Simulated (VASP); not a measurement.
# Cu (Fm-3m) in VASP: further runs, part 2 of 2

VASP 6.6.1. Earlier steps stand in the parts before.

## (4) Single point, PBE (volume scaled by 1.10)

Contents of INCAR:

```
SYSTEM = Cu
PREC     = Accurate       ! precision mode
ENCUT    = 520            ! plane-wave cutoff, eV
EDIFF    = 1E-6           ! SCF threshold, eV
ISMEAR   = 0              ! smearing method
SIGMA    = 0.1            ! smearing width, eV
LREAL    = .FALSE.        ! projectors in reciprocal space
LASPH    = .TRUE.         ! aspherical terms in the spheres
NELM     = 60             ! most SCF steps
ALGO     = Normal         ! electronic algorithm
ISIF     = 2              ! what is computed and relaxed
LWAVE    = .FALSE.        ! write WAVECAR
LCHARG   = .FALSE.        ! write CHGCAR
GGA      = PE             ! functional
NBANDS   = 12             ! bands
```

Contents of KPOINTS:

```
Automatic mesh
0
G
  20 20 20
  0 0 0
```

Contents of POSCAR:

```
Cu
1.0
    0.0000000000      1.8734584966      1.8734584966
    1.8734584966      0.0000000000      1.8734584966
    1.8734584966      1.8734584966      0.0000000000
Cu
1
Direct
    0.0000000000      0.0000000000      0.0000000000
```

Run with:

```
$ cat potpaw_PBE.64/Cu/POTCAR > POTCAR
$ mpirun -np 1 vasp_std > vasp.out
```

Wall time 45 s (1 thread of Intel Xeon Platinum 8259CL at 2.50GHz (Skylake/Cascade Lake), shared host); peak memory 0.15 GiB.

The run converged. Its results:

- Free energy: -3.6908 eV
- Pressure: -9.9 GPa

Levels at points of the mesh, in eV from the Fermi level:
| k point | band 2 | band 3 | band 4 | band 5 | band 6 | band 7 | band 8 | band 9 | band 10 | band 11 |
| --- | --- | --- | --- | --- | --- | --- | --- | --- | --- | --- |
| (0.00, 0.00, 0.00) | -2.70 | -2.70 | -2.70 | -2.00 | -2.00 | 21.75 | 23.58 | 23.58 | 23.58 | 26.03 |
| (0.50, 0.00, 0.00) | -2.72 | -2.72 | -1.52 | -1.52 | -0.68 | 3.27 | 20.29 | 20.47 | 20.47 | 23.60 |
| (0.50, 0.50, 0.00) | -3.87 | -1.54 | -1.40 | -1.40 | 1.60 | 6.41 | 12.29 | 12.29 | 16.54 | 18.59 |

Caveat: the cell differs from its parent crystal (volume scaled by 1.10).

## (5) Single point, PBE

This run uses another cell than the first one, of 11.96 Å³/atom, 0.971 times its volume.

Contents of INCAR:

```
  ALGO = Normal
  EDIFF = 1E-6
  ENCUT = 520
  GGA = PE
  ISIF = 2
  ISMEAR = 0
  LASPH = True
  LCHARG = True
  LELF = True
  LREAL = False
  LVHAR = True
  LWAVE = False
  NBANDS = 12
  NELM = 100
  PREC = Accurate
  SIGMA = 0.1
```

Contents of KPOINTS:

```
k-points
0
Gamma
  20 20 20
```

Contents of POSCAR:

```
Cu
1.0
    0.0000000000      1.8148741494      1.8148741494
    1.8148741494      0.0000000000      1.8148741494
    1.8148741494      1.8148741494      0.0000000000
Cu
1
Direct
    0.0000000000      0.0000000000      0.0000000000
```

Potentials or basis: VASP PAW PBE potentials, release 64 (Cu).

Run with:

```
$ cat potpaw_PBE.64/Cu/POTCAR > POTCAR
$ mpirun -np 1 vasp_std > vasp.out
```

OUTCAR:

```text
EDIFF = 1E-6
   ENCUT = 520
   GGA = PE
   ISIF = 2
   ISMEAR = 0
   LASPH = True
   LREAL = False
   NELM = 100
   PREC = Accurate

 ion  position               nearest neighbor table
   1  0.000  0.000  0.000-

  LATTYP: Found a face centered cubic cell.
 ALAT       =     3.6297482988

  Lattice vectors:

 A1 = (   0.0000000000,   1.8148741494,   1.8148741494)
 A2 = (   1.8148741494,   0.0000000000,   1.8148741494)
 A3 = (   1.8148741494,   1.8148741494,   0.0000000000)

Analysis of symmetry for initial positions (statically):
=====================================================================
 Subroutine PRICEL returns:
 Original cell was already a primitive cell.

 Routine SETGRP: Setting up the symmetry group for a
 face centered cubic supercell.

 Subroutine GETGRP returns: Found 48 space group operations
 (whereof 48 operations were pure point group operations)
 out of a pool of 48 trial point group operations.

The static configuration has the point symmetry O_h .

Analysis of symmetry for dynamics (positions and initial velocities):
=====================================================================
 Subroutine PRICEL returns:
[... 167 lines left out ...]
      4       4.4467      2.00000
      5       5.2533      2.00000
      6       5.2533      2.00000
      7      29.9313      0.00000
      8      32.4810      0.00000
      9      32.4810      0.00000
     10      32.4810      0.00000
     11      34.9639      0.00000
     12      34.9639      0.00000
[... 331 lines left out ...]
 k-point    24 :      -0.3500    0.0500    0.0000
  band No.  band energies     occupation
      1       1.9656      2.00000
      2       4.4728      2.00000
      3       4.5119      2.00000
      4       4.6479      2.00000
      5       5.5633      2.00000
      6       5.8419      2.00000
      7      14.6445      0.00000
      8      27.0882      0.00000
      9      29.4852      0.00000
     10      30.3949      0.00000
     11      32.7263      0.00000
     12      34.4474      0.00000

 [... further k-points ...]

------------------------ aborting loop because EDIFF is reached ----------------------------------------

  FORCE on cell =-STRESS in cart. coord.  units (eV):
  Direction    XX          YY          ZZ          XY          YZ          ZX
  --------------------------------------------------------------------------------------
  -------------------------------------------------------------------------------------
  Total        0.0430153      0.0430153      0.0430153      0.0000000     -0.0000000      0.0000000
  in kB        5.7645353      5.7645353      5.7645353      0.0000000     -0.0000000      0.0000000
  external PRESSURE =       5.7645353 kB  Pullay stress =       0.0000000 kB

 VOLUME and BASIS-vectors are now :
 -----------------------------------------------------------------------------
  energy-cutoff  :      520.00
  volume of cell :       11.96
      direct lattice vectors                 reciprocal lattice vectors
     0.000000000  1.814874149  1.814874149    -0.275501197  0.275501197  0.275501197
     1.814874149  0.000000000  1.814874149     0.275501197 -0.275501197  0.275501197
     1.814874149  1.814874149  0.000000000     0.275501197  0.275501197 -0.275501197

 POSITION                                       TOTAL-FORCE (eV/Angst)
 -----------------------------------------------------------------------------------
      0.00000      0.00000      0.00000         0.000000     -0.000000     -0.000000
 -----------------------------------------------------------------------------------
    total drift:                                0.000000     -0.000000     -0.000000

  FREE ENERGIE OF THE ION-ELECTRON SYSTEM (eV)
  ---------------------------------------------------
  free  energy   TOTEN  =        -3.7294023069 eV

  energy  without entropy=       -3.7280688631  energy(sigma->0) =       -3.72873559
```

OSZICAR:

```text
N       E                     dE             d eps       ncg     rms          rms(c)
DAV:   1     0.420399141094E+02    0.42040E+02   -0.54088E+03  6868   0.153E+03
DAV:   2    -0.336136601945E+01   -0.45401E+02   -0.42116E+02  6360   0.202E+02
DAV:   3    -0.461865354743E+01   -0.12573E+01   -0.12502E+01  7236   0.386E+01
DAV:   4    -0.462660847572E+01   -0.79549E-02   -0.79535E-02  6948   0.274E+00
DAV:   5    -0.462668547571E+01   -0.77000E-04   -0.77000E-04  7336   0.275E-01    0.765E+00
DAV:   6    -0.411786434156E+01    0.50882E+00   -0.14636E+01  7332   0.721E+01    0.398E+00
DAV:   7    -0.374151818965E+01    0.37635E+00   -0.23327E+00  7312   0.288E+01    0.569E-01
DAV:   8    -0.373103478016E+01    0.10483E-01   -0.45138E-03  7192   0.102E+00    0.306E-01
DAV:   9    -0.372940249559E+01    0.16323E-02   -0.10189E-02  7592   0.175E+00    0.310E-02
DAV:  10    -0.372940300919E+01   -0.51360E-06   -0.48423E-05  9192   0.117E-01    0.704E-03
DAV:  11    -0.372940230690E+01    0.70229E-06   -0.40444E-07  5252   0.102E-02
   1 F= -.37294023E+01 E0= -.37287356E+01  d E =-.133344E-02
```

Run time: 39 s. Hardware: 1 thread of Intel Xeon Platinum 8259CL at 2.50GHz (Skylake/Cascade Lake), shared host; peak memory 0.15 GiB.

Results:

```yaml
Free_energy: -3.7294 eV
Pressure: 0.6 GPa
```

## (6) Relaxation of cell and atoms, PBE

This run uses another cell than the first one, of 11.81 Å³/atom, 0.959 times its volume.

Contents of INCAR:

```
ALGO = Normal
EDIFF = 1E-6
EDIFFG = -0.005
ENCUT = 600
GGA = PE
IBRION = 2
ISIF = 3
ISMEAR = 0
LASPH = True
LCHARG = False
LREAL = False
LWAVE = False
NELM = 60
NSW = 100
PREC = Accurate
SIGMA = 0.1
```

KPOINTS is that of step 5.

Contents of POSCAR:

```
Cu
1.0
    0.0000000000      1.8075000000      1.8075000000
    1.8075000000      0.0000000000      1.8075000000
    1.8075000000      1.8075000000      0.0000000000
Cu
1
Direct
    0.0000000000      0.0000000000      0.0000000000
```

Potentials or basis: VASP PAW PBE potentials, release 64 (Cu).

Run with:

```
$ cat potpaw_PBE.64/Cu/POTCAR > POTCAR
$ mpirun -np 1 vasp_std > vasp.out
```

Run time: 66 s. Hardware: 1 thread of Intel Xeon Platinum 8259CL at 2.50GHz (Skylake/Cascade Lake), shared host; peak memory 0.16 GiB.

The run converged. Its results:

```
Free energy                            : -3.7295 eV
Relaxed volume                         : 12.01 Å³/atom
Relaxed cell                           : a = 2.570 Å, b = 2.570 Å, c = 2.570 Å, α = 60.00°, β = 60.00°, γ = 60.00°
Space group after relaxing (to 0.05 Å) : Fm-3m (No. 225)
Energy gained by relaxing              : 1.4 meV/atom
Ionic steps                            : 3
Pressure after relaxing                : 0.0 GPa
```

Step by step:
```tsv
step	energy change (eV)	largest force (eV/Å)	pressure (GPa)	volume (Å³)
1	0.0000	0.0000	2.37	11.81
2	-0.0010	0.0000	-1.24	12.11
3	-0.0014	0.0000	-0.04	12.01
```

Final structure:
```xyz
1
Lattice="0.0000 1.8174 1.8174 1.8174 0.0000 1.8174 1.8174 1.8174 0.0000" Properties=species:S:1:pos:R:3 pbc="T T T"
Cu    0.0000    0.0000    0.0000
```

Levels at points of the mesh, in eV from the Fermi level:
| k point | band 2 | band 3 | band 4 | band 5 | band 6 | band 7 | band 8 | band 9 |
| --- | --- | --- | --- | --- | --- | --- | --- | --- |
| (0.00, 0.00, 0.00) | -2.95 | -2.95 | -2.95 | -2.15 | -2.15 | 22.49 | 25.01 | 25.01 |
| (0.50, 0.00, 0.00) | -2.98 | -2.98 | -1.59 | -1.59 | -0.93 | 3.70 | 20.99 | 21.84 |
| (0.50, 0.50, 0.00) | -4.31 | -1.61 | -1.45 | -1.45 | 1.54 | 7.03 | 12.98 | 12.98 |

PBE usually gives volumes a little too large and moduli too small. Zero-point motion and thermal expansion aren't in these numbers.

## (7) The runs side by side

```tsv
task	cell	cutoff (eV)	gap on the mesh (eV)	pressure (GPa)
single point	a = 2.592 Å, angles 60.0°, 1 atom	520	none	-3.3
single point	a = 2.617 Å, angles 60.0°, 1 atom	520	none	-6.4
single point	a = 2.649 Å, angles 60.0°, 1 atom	520	none	-9.9
single point	a = 2.567 Å, angles 60.0°, 1 atom	520	none	0.6
relaxation of cell and atoms	relaxed from a = 2.556 Å, angles 60.0°, 1 atom	600	none	0.0
```

Alike in all rows: level PBE; potentials or basis VASP PAW PBE potentials, release 64 (Cu); no spin polarisation; k mesh 20 × 20 × 20; smearing gaussian 0.1 eV.

Absolute energies hang on the potentials; compare differences alone.
